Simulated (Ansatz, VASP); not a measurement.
## One calculation of NaCdI3, two programs

```
Na Cd I
1.0
     5.96240    0.00000    0.00000
     0.00000    5.96240    0.00000
     0.00000    0.00000    5.96240
Na Cd I
1 1 3
Direct
  0.00000 0.00000 0.00000
  0.50000 0.50000 0.50000
  0.50000 0.50000 0.00000
  0.50000 0.00000 0.50000
  0.00000 0.50000 0.50000
```

Alike in both runs: task single point; functional PBE; k mesh 4 × 4 × 4; occupations fermi-dirac, width 0.02 eV; no spin polarisation.

```csv
,VASP,Ansatz
version,VASP 6.6.1,Ansatz 0.2.0
potentials or method,"VASP PAW PBE potentials, release 64 (Na_pv, Cd, I)","plane waves, PAW"
plane-wave cutoff (eV),520,420
valence electrons in the cell,40,80
```

|  | VASP | Ansatz | Ansatz less VASP |
| --- | --- | --- | --- |
| pressure (GPa) | 0.1 | 0.0 | -0.06 |

VASP's potentials hold 40 valence electrons a cell and Ansatz's 80, so a difference there can come from the potentials and not from the codes.

Neither program's run includes spin-orbit coupling.
